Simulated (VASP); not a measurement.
WC:

```
CELL_PARAMETERS angstrom
2.11891 1.22335 2.08773
-2.11891 1.22335 2.08773
0.00000 -2.44670 2.08773
ATOMIC_POSITIONS crystal
W 0.09526 0.09526 0.09526
C 0.84100 0.84100 0.84100
```

The cell was built from a structure type or drawn by symmetry, and may not be a known phase.

* Program: VASP 6.6.1
* Task: relaxation of cell and atoms
* Functional: PBE
* Potentials or basis: VASP PAW PBE potentials, release 64 (W_sv, C)
* Cutoff: 600 eV
* k mesh: 6 × 6 × 6
* Occupations: gaussian, width 0.2 eV
* Spin: no spin polarisation

At the start: pressure 16.3 GPa; volume 16.24 Å³/atom.

Problem. How do energy, volume and symmetry change on relaxing?

Solution. Over 16 steps the energy falls by 2181.7 meV/atom and the volume is 11.85 Å³/atom (-27.0 %); space group R3m (No. 160, to 0.1 Å) before and after.

The path:
| step | energy change (eV) | largest force (eV/Å) | pressure (GPa) | volume (Å³) |
| --- | --- | --- | --- | --- |
| 1 | 0.0000 | 15.1119 | 16.32 | 32.47 |
| 2 | -0.3003 | 0.7361 | -58.26 | 36.09 |
| 3 | -0.5491 | 1.3517 | -56.56 | 36.06 |
| 4 | -0.7755 | 1.5252 | -54.67 | 35.94 |
| 5 | -1.3922 | 2.0637 | -49.96 | 34.81 |
| 6 | -1.9282 | 1.7749 | -51.12 | 33.80 |
| 7 | -2.1647 | 1.2669 | -47.14 | 33.18 |
| 8 | -2.2131 | 0.4812 | -42.18 | 32.83 |
| 9 | -2.8251 | 0.2558 | 107.16 | 19.21 |
| 10 | -4.3500 | 0.2903 | -3.35 | 23.98 |
| 11 | -4.3582 | 0.2811 | 0.36 | 23.69 |
| 12 | -4.3589 | 0.2735 | 2.62 | 23.52 |
| 13 | -4.3591 | 0.2051 | 1.08 | 23.63 |
| 14 | -4.3627 | 0.0172 | 1.73 | 23.58 |
| 15 | -4.3623 | 0.0314 | -2.12 | 23.87 |
| 16 | -4.3635 | 0.0040 | 0.01 | 23.70 |

Final structure:
```
W C
1.0
     1.79075    1.03389    2.13371
    -1.79075    1.03389    2.13371
     0.00000   -2.06778    2.13371
W C
1 1
Direct
  0.13725 0.13725 0.13725
  0.79901 0.79901 0.79901
```

Caveat: the volume moved by over 15 % at a fixed basis, so the end points are rough.
